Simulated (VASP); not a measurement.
# Cl in VASP: notebook

Cl is run at these levels: PBE+D3(BJ); tasks: single point.

Everything below comes from runs of VASP 6.6.1. Logs are shortened: lines on timing, memory, paths and dates and some standing lists are left out, and cuts for length are marked.

### 1 The cell of the first run

The cell holds an amorphous packing of atoms, 16 atoms: a = 8.143 Å, b = 8.143 Å, c = 8.143 Å, α = 90.00°, β = 90.00°, γ = 90.00°.

### 2 Single point, PBE+D3(BJ)

Contents of INCAR:

```
  ALGO = Normal
  EDIFF = 1E-6
  ENCUT = 400
  GGA = PE
  GGA_COMPAT = False
  ISIF = 2
  ISMEAR = -1
  IVDW = 12
  LASPH = True
  LCHARG = True
  LELF = True
  LREAL = False
  LVHAR = True
  LWAVE = False
  NBANDS = 70
  NELM = 120
  PREC = Accurate
  SIGMA = 0.05
```

Contents of KPOINTS:

```
k-points
0
Gamma
  1 1 1
```

Contents of POSCAR:

```
Cl
1.0
    8.1432530000      0.0000000000      0.0000000000
    0.0000000000      8.1432530000      0.0000000000
    0.0000000000      0.0000000000      8.1432530000
Cl
16
Direct
    0.4577088919      0.5215376813      0.1083566138
    0.6380018649      0.3676812765      0.0275056359
   -0.0185423522     -0.0338879597      0.9541240099
   -0.0312408436      0.2219471913      0.9507908351
    0.9828509561      0.6070965043      0.9401742227
    0.8926717745      0.6456126633      0.7052859325
    0.3822071207      1.0288637314      0.7084186053
    0.3901930883      0.7728208856      0.7181944002
    0.7757785603      0.8396428365      0.4872957113
    0.7288582047      0.8354969793      0.2451140879
    0.3923531021      0.4181402904      0.7047996205
    0.2927525798      0.4334316312      0.4793657903
    0.9444558986      0.2311726416      0.5973295563
    0.9448958275      0.2433064561      0.3403337775
    0.3618124459      0.0271735135      0.3344429878
    0.3737551803      0.0266041776      0.0785508131
```

Potentials or basis: VASP PAW PBE potentials, release 64 (Cl).

Command:

```sh
$ cat potpaw_PBE.64/Cl/POTCAR > POTCAR
$ mpirun -np 1 vasp_gam > vasp.out
```

OUTCAR:

```text
EDIFF = 1E-6
   ENCUT = 400
   GGA = PE
   ISIF = 2
   ISMEAR = -1
   IVDW = 12
   LASPH = True
   LREAL = False
   NELM = 120
   PREC = Accurate
 IVDW          = 12

 ion  position               nearest neighbor table
   1  0.458  0.522  0.108-   2 2.04
   2  0.638  0.368  0.028-   1 2.04
   3  0.981  0.966  0.954-   4 2.09
   4  0.969  0.222  0.951-   3 2.09
   5  0.983  0.607  0.940-   6 2.07
   6  0.893  0.646  0.705-   5 2.07   9 2.56
   7  0.382  0.029  0.708-   8 2.09
   8  0.390  0.773  0.718-   7 2.09
   9  0.776  0.840  0.487-  10 2.01   6 2.56
  10  0.729  0.835  0.245-   9 2.01
  11  0.392  0.418  0.705-  12 2.01
  12  0.293  0.433  0.479-  11 2.01
  13  0.944  0.231  0.597-  14 2.10
  14  0.945  0.243  0.340-  13 2.10
  15  0.362  0.027  0.334-  16 2.09
  16  0.374  0.027  0.079-  15 2.09

  LATTYP: Found a simple cubic cell.
 ALAT       =     8.1432530000

  Lattice vectors:

 A1 = (   8.1432530000,   0.0000000000,   0.0000000000)
 A2 = (   0.0000000000,   8.1432530000,   0.0000000000)
 A3 = (   0.0000000000,   0.0000000000,   8.1432530000)

Analysis of symmetry for initial positions (statically):
=====================================================================
 Subroutine PRICEL returns:
 Original cell was already a primitive cell.

 Routine SETGRP: Setting up the symmetry group for a
 simple cubic supercell.

 Subroutine GETGRP returns: Found  1 space group operations
 (whereof  1 operations were pure point group operations)
 out of a pool of 48 trial point group operations.

The static configuration has the point symmetry C_1 .

Analysis of symmetry for dynamics (positions and initial velocities):
=====================================================================
 Subroutine PRICEL returns:
 Original cell was already a primitive cell.

 Routine SETGRP: Setting up the symmetry group for a
 simple cubic supercell.

 Subroutine GETGRP returns: Found  1 space group operations
 (whereof  1 operations were pure point group operations)
 out of a pool of 48 trial point group operations.

The dynamic configuration has the point symmetry C_1 .

 Subroutine INISYM returns: Found  1 space group operations
 (whereof  1 operations are pure point group operations),
 and found     1 'primitive' translations

----------------------------------------------------------------------------------------

                                     Primitive cell

  volume of cell :     540.0000

  direct lattice vectors                    reciprocal lattice vectors
     8.143253000  0.000000000  0.000000000     0.122801048  0.000000000  0.000000000
     0.000000000  8.143253000  0.000000000     0.000000000  0.122801048  0.000000000
     0.000000000  0.000000000  8.143253000     0.000000000  0.000000000  0.122801048

  length of vectors
     8.143253000  8.143253000  8.143253000     0.122801048  0.122801048  0.122801048

  position of ions in fractional coordinates (direct lattice)
     0.457708892  0.521537681  0.108356614
     0.638001865  0.367681277  0.027505636
     0.981457648  0.966112040  0.954124010
     0.968759156  0.221947191  0.950790835
     0.982850956  0.607096504  0.940174223
     0.892671775  0.645612663  0.705285932
[... 8 lines left out ...]
     0.361812446  0.027173514  0.334442988
     0.373755180  0.026604178  0.078550813

  ion indices of the primitive-cell ions
   primitive index   ion index
                 1           1
                 2           2
                 3           3
                 4           4
                 5           5
                 6           6
[... 8 lines left out ...]
                15          15
                16          16

----------------------------------------------------------------------------------------

 KPOINTS: k-points

Automatic generation of k-mesh.
 Grid dimensions read from file:
 generate k-points for:    1    1    1

 Generating k-lattice:

  Cartesian coordinates                     Fractional coordinates (reciprocal lattice)
     0.122801048  0.000000000  0.000000000     1.000000000  0.000000000  0.000000000
     0.000000000  0.122801048  0.000000000     0.000000000  1.000000000  0.000000000
     0.000000000  0.000000000  0.122801048     0.000000000  0.000000000  1.000000000

  Length of vectors
     0.122801048  0.122801048  0.122801048

  Shift w.r.t. Gamma in fractional coordinates (k-lattice)
     0.000000000  0.000000000  0.000000000

 Subroutine IBZKPT returns following result:
 ===========================================

 Found      1 irreducible k-points:

 Following reciprocal coordinates:
            Coordinates               Weight
  0.000000  0.000000  0.000000      1.000000
   k-points           NKPTS =      1   k-points in BZ     NKDIM =      1   number of bands    NBANDS=     70
   number of dos      NEDOS =    301   number of ions     NIONS =     16
   total plane-waves  NPLWV = 157464
   dimension x,y,z NGX =    54 NGY =   54 NGZ =   54
   dimension x,y,z NGXF=   108 NGYF=  108 NGZF=  108
   ions per type =              16
   NGX,Y,Z   is equivalent  to a cutoff of  11.02, 11.02, 11.02 a.u.
   NGXF,Y,Z  is equivalent  to a cutoff of  22.05, 22.05, 22.05 a.u.
 SYSTEM =  unknown system
   PREC   = accura    normal or accurate (medium, high low for compatibility)
   ISTART =      0    job   : 0-new  1-cont  2-samecut
   ICHARG =      2    charge: 1-file 2-atom 10-const
   ISPIN  =      1    spin polarized calculation?
   LNONCOLLINEAR =      F non collinear calculations
   LSORBIT =      F    spin-orbit coupling
   LASPH  =      T    aspherical Exc in radial PAW
   ENCUT  =  400.0 eV  29.40 Ry    5.42 a.u.  13.28 13.28 13.28*2*pi/ulx,y,z
   NELM   =    120;   NELMIN=  2; NELMDL= -5     # of ELM steps
   EDIFF  = 0.1E-05   stopping-criterion for ELM
   LREAL  =      F    real-space projection
   EDIFFG = 0.1E-04   stopping-criterion for IOM
   NSW    =      0    number of steps for IOM
   IBRION =     -1    ionic relax: 0-MD 1-quasi-New 2-CG
   NFREE  =      0    steps in history (QN), initial steepest desc. (CG)
   ISIF   =      2    stress and relaxation
   ISYM   =      2    0-nonsym 1-usesym 2-fastsym
   POTIM  = 0.5000    time-step for ionic-motion
   TEBEG  =    0.0;   TEEND  =   0.0 temperature during run
   PSTRESS=    0.0 pullay stress
   NELECT =     112.0000    total number of electrons
   NUPDOWN=      -1.0000    fix difference up-down
   EMIN   =  10.00;   EMAX   =-10.00  energy-range for DOS
   EFERMI =   0.00;   METHOD = LEGACY
   ISMEAR =    -1;   SIGMA  =   0.05  broadening in eV -4-tet -1-fermi 0-gaus
   EFERMI_NEDOS =   21; number of points for ismear=-14 and -15
   IALGO  =     38    algorithm
   IMIX   =      4    mixing-type and parameters
     AMIX     =   0.40;   BMIX     =  1.00
     AMIX_MAG =   1.60;   BMIX_MAG =  1.00
  volume/ion in A,a.u.               =      33.75       227.76
  Fermi-wavevector in a.u.,A,eV,Ry     =   0.969058  1.831253 12.776858  0.939073
  Thomas-Fermi vector in A             =   2.099079
   LORBIT       =      0    0 simple, 1 ext, 2 COOP (PROOUT), +10 PAW based schemes
   GGA     = PE    functional components
   LHFCALC =     F    Hartree Fock is set to
   AEXX    =    0.0000 exact exchange contribution
   IVDW    =    12    specifies the selected vdW correction
   LEPSILON=     F    determine dielectric tensor
   LRPA    =     F    only Hartree local field effects (RPA)
 non-spin polarized calculation
  energy-cutoff  :      400.00
  volume of cell :      540.00
 maximum number of plane-waves:      4898
 NGX is ok and might be reduce to    54
   NGX = 27   NGY = 27   NGZ = 27

 number of electron     111.9999999 magnetization

 Free energy of the ion-electron system (eV)
  ---------------------------------------------------
  ext. energy  EPLUGINS =         0.00000000
  ---------------------------------------------------
  free energy    TOTEN  =       -30.04195891 eV

  energy without entropy =      -30.04195881  energy(sigma->0) =      -30.04195886

 E-fermi :  -0.4292     XC(G=0):  -6.9741

 val. band max:       -1.3186421265   @ k =   0.0000   0.0000   0.0000
 cond. band min:       0.4447868013   @ k =   0.0000   0.0000   0.0000
 fundamental gap:      1.7634289278
 Fermi energy:        -0.4291913430

 k-point     1 :       0.0000    0.0000    0.0000
  band No.  band energies     occupation
      1     -18.3917      2.00000
      2     -18.2615      2.00000
      3     -17.9769      2.00000
      4     -17.7809      2.00000
      5     -17.7046      2.00000
      6     -17.5275      2.00000
[... 60 lines left out ...]
     67       6.4346      0.00000
     68       6.6736      0.00000
 [bands above 68 left out]

------------------------ aborting loop because EDIFF is reached ----------------------------------------

 Edisp (eV)   -1.99560

 E8    (eV) :    -0.6575

  FORCE on cell =-STRESS in cart. coord.  units (eV):
  Direction    XX          YY          ZZ          XY          YZ          ZX
  --------------------------------------------------------------------------------------
  -------------------------------------------------------------------------------------
  Total       0.52989    -7.11037    -8.09172     1.04205     0.13277     0.07683
  in kB       1.57218   -21.09644   -24.00808     3.09176     0.39393     0.22796
  external pressure =      -14.51 kB  Pullay stress =        0.00 kB

 VOLUME and BASIS-vectors are now :
 -----------------------------------------------------------------------------
  energy-cutoff  :      400.00
  volume of cell :      540.00
      direct lattice vectors                 reciprocal lattice vectors
     8.143253000  0.000000000  0.000000000     0.122801048  0.000000000  0.000000000
     0.000000000  8.143253000  0.000000000     0.000000000  0.122801048  0.000000000
     0.000000000  0.000000000  8.143253000     0.000000000  0.000000000  0.122801048

 POSITION                                       TOTAL-FORCE (eV/Angst)
 -----------------------------------------------------------------------------------
      3.72724      4.24701      0.88238         0.211239     -0.338592     -0.258245
      5.19541      2.99412      0.22399        -0.404828      0.343378      0.224323
      7.99226      7.86729      7.76967        -0.094679      0.049673     -0.019046
      7.88885      1.80737      7.74253         0.018414     -0.003374      0.023655
      8.00360      4.94374      7.65608        -0.061334      0.043120     -0.105287
      7.26925      5.25739      5.74332         0.093110     -0.002260      0.174101
[... 8 lines left out ...]
      2.94633      0.22128      2.72345         0.074850     -0.008236     -0.173175
      3.04358      0.21664      0.63966         0.056124      0.025830      0.261425
 -----------------------------------------------------------------------------------
    total drift:                                0.000905     -0.000252     -0.000698

  FREE ENERGIE OF THE ION-ELECTRON SYSTEM (eV)
  ---------------------------------------------------
  free  energy   TOTEN  =       -32.0375588502 eV

  energy  without entropy=      -32.0375587537  energy(sigma->0) =      -32.03755880
```

It took 60 s on 1 thread of Intel Xeon 6975P-C, shared host; peak memory 0.34 GiB.

Results:

| Item | Value |
| --- | --- |
| Free energy | -32.0376 eV |
| Pressure | -1.5 GPa |
| Largest force | 0.576 eV/Å |
| Band gap on the k mesh | 1.76 eV |
| Dispersion energy per atom | -0.125 eV |

Forces on the atoms (eV/Å):
```
Cl   0.211 -0.339 -0.258
Cl  -0.405  0.343  0.224
Cl  -0.095  0.050 -0.019
Cl   0.018 -0.003  0.024
Cl  -0.061  0.043 -0.105
Cl   0.093 -0.002  0.174
Cl  -0.009 -0.031  0.033
Cl   0.000  0.034  0.014
Cl  -0.108 -0.024 -0.280
Cl   0.121 -0.109  0.225
Cl  -0.116  0.049 -0.151
Cl   0.153  0.002  0.154
Cl   0.036  0.024 -0.386
Cl   0.031 -0.054  0.264
Cl   0.075 -0.008 -0.173
Cl   0.056  0.026  0.261
```

Caveat: the k points lie up to 0.77 Å⁻¹ apart.

### 3 Single point, PBE+D3(BJ)

Contents of INCAR:

```
PREC = Accurate ; ENCUT = 400
EDIFF = 1E-6 ; ISMEAR = -1
SIGMA = 0.05 ; LREAL = F
LASPH = T ; NELM = 120
ALGO = Normal ; ISIF = 2
LWAVE = F ; LCHARG = T
GGA = PE ; IVDW = 12
LELF = T ; LVHAR = T
NBANDS = 70 ; GGA_COMPAT = F
```

Contents of KPOINTS:

```
Automatic mesh
0
Gamma
  1 1 1
```

Contents of POSCAR:

```
Cl
1.0
    8.1432530000      0.0000000000      0.0000000000
    0.0000000000      8.1432530000      0.0000000000
    0.0000000000      0.0000000000      8.1432530000
Cl
16
Direct
    0.4274090465      0.4882201253      0.0623952123
    0.6523928460      0.3835567924      0.0684615841
    0.0034998299     -0.0062260131      0.9503573081
   -0.0224603116      0.2399655273      0.9547781458
    1.0076317167      0.6229819950      0.9326248368
    0.9303038970      0.6485368931      0.6967117441
    0.3785342295      1.0485490258      0.7119759143
    0.3729222216      0.7950139827      0.7317591631
    0.7965735560      0.8209250038      0.4834554446
    0.7562579721      0.8178795378      0.2437109592
    0.3740642714      0.4656492927      0.7191843358
    0.3646331509      0.4592145178      0.4710893791
    0.9751017192      0.2327816660      0.5763667173
    0.9748069967      0.2517298677      0.3171951062
    0.3826235044      0.0388296913      0.3752922818
    0.3672856535      0.0376016808      0.1175083225
```

Potentials or basis: VASP PAW PBE potentials, release 64 (Cl).

Command:

```sh
$ cat potpaw_PBE.64/Cl/POTCAR > POTCAR
$ mpirun -np 1 vasp_gam > vasp.out
```

It took 59 s on 1 thread of Intel Xeon 6975P-C, shared host; peak memory 0.34 GiB.

The run converged. Its results:

- Free energy: -32.2581 eV
- Pressure: -0.9 GPa
- Largest force: 0.779 eV/Å
- Band gap on the k mesh: 1.91 eV
- Dispersion energy per atom: -0.125 eV

Forces on the atoms (eV/Å):
```
Cl  -0.069 -0.186  0.263
Cl  -0.286  0.075 -0.058
Cl  -0.245 -0.739 -0.018
Cl   0.233  0.649 -0.179
Cl  -0.048 -0.071  0.608
Cl   0.009  0.040 -0.141
Cl   0.048  0.357  0.380
Cl   0.091 -0.189 -0.065
Cl  -0.134  0.083  0.161
Cl  -0.043 -0.071 -0.479
Cl   0.173 -0.250  0.363
Cl   0.092  0.179 -0.674
Cl  -0.041  0.198 -0.548
Cl   0.024 -0.126  0.573
Cl  -0.096  0.027 -0.419
Cl   0.289  0.025  0.234
```

Stress tensor (GPa, compression positive):
```
 0.17 -0.02  0.30
-0.02 -0.93 -0.13
 0.30 -0.13 -2.04
```

Levels at points of the mesh, in eV from the valence-band top:
```csv
k point,band 53,band 54,band 55,band 56,band 57,band 58,band 59,band 60
"(0.00, 0.00, 0.00)",-0.29,-0.27,-0.04,0.00,1.91,2.10,2.58,2.61
```

Caveat: the k points lie up to 0.77 Å⁻¹ apart.

### 4 Single point, PBE+D3(BJ)

Contents of INCAR:

```
SYSTEM = Cl
PREC = Accurate
ENCUT = 400
EDIFF = 1E-6
ISMEAR = -1
SIGMA = 0.05
LREAL = .FALSE.
LASPH = .TRUE.
NELM = 120
ALGO = Normal
ISIF = 2
LWAVE = .FALSE.
LCHARG = .FALSE.
GGA = PE
IVDW = 12
NBANDS = 70
GGA_COMPAT = .FALSE.
```

Contents of KPOINTS:

```
Automatic mesh
0
G
  1 1 1
  0 0 0
```

Contents of POSCAR:

```
Cl
1.0
    8.1432530000      0.0000000000      0.0000000000
    0.0000000000      8.1432530000      0.0000000000
    0.0000000000      0.0000000000      8.1432530000
Cl
16
Direct
    0.4047399731      0.5321092197      0.1100542989
    0.6162402175      0.4140728527      0.0619531286
   -0.0240567252     -0.0307985028      0.9368369127
   -0.0278758378      0.2164982471      0.9342580907
    0.9784173475      0.5849873509      0.9533045332
    0.9846802009      0.6510911548      0.7100110975
    0.3868355803      1.0912592302      0.7466180898
    0.4043592898      0.8329717866      0.7380711369
    0.7947806608      0.8082642158      0.4676263896
    0.7640926789      0.7949157419      0.2210541659
    0.4017436275      0.4812327457      0.7331345348
    0.3850549651      0.4757435389      0.4732261174
    0.9523098447      0.2303256450      0.5819173247
    0.9819662977      0.2376814278      0.3338714885
    0.3815551353      0.0420470787      0.3271788314
    0.3678750986      0.0735823878      0.0860466941
```

Command:

```sh
$ cat potpaw_PBE.64/Cl/POTCAR > POTCAR
$ mpirun -np 1 vasp_gam > vasp.out
```

Wall time 52 s (1 thread of Intel Xeon 6975P-C, shared host); peak memory 0.34 GiB.

It converged, with:

- Free energy: -32.0815 eV
- Pressure: -1.1 GPa
- Largest force: 1.271 eV/Å
- Band gap on the k mesh: 1.57 eV
- Dispersion energy per atom: -0.125 eV

Forces in eV/Å, atoms in the order of the input:
```
Cl  -0.060 -0.347 -0.162
Cl   0.119  0.001  0.314
Cl   0.002 -0.343  0.121
Cl  -0.091  0.546  0.183
Cl   0.121  0.367 -0.283
Cl  -0.204 -0.336 -0.005
Cl   0.106 -0.261 -0.449
Cl  -0.067  0.195  0.100
Cl  -0.058 -0.108 -0.416
Cl   0.105 -0.014  0.632
Cl  -0.306  0.064 -0.751
Cl   0.207  0.212  0.571
Cl   0.142  0.038  0.158
Cl  -0.162 -0.002 -0.430
Cl   0.056 -0.040  1.269
Cl   0.091  0.027 -0.852
```

Stress tensor (GPa, compression positive):
```
 0.02  0.17  0.05
 0.17 -1.63  0.01
 0.05  0.01 -1.81
```

Levels at points of the mesh, in eV from the valence-band top:
| k point | band 52 | band 53 | band 54 | band 55 | band 56 | band 57 | band 58 | band 59 | band 60 | band 61 |
| --- | --- | --- | --- | --- | --- | --- | --- | --- | --- | --- |
| (0.00, 0.00, 0.00) | -0.55 | -0.30 | -0.29 | -0.06 | 0.00 | 1.57 | 1.72 | 1.91 | 2.33 | 2.38 |

Caveat: the k points lie up to 0.77 Å⁻¹ apart.

[end of part 1 of 2]
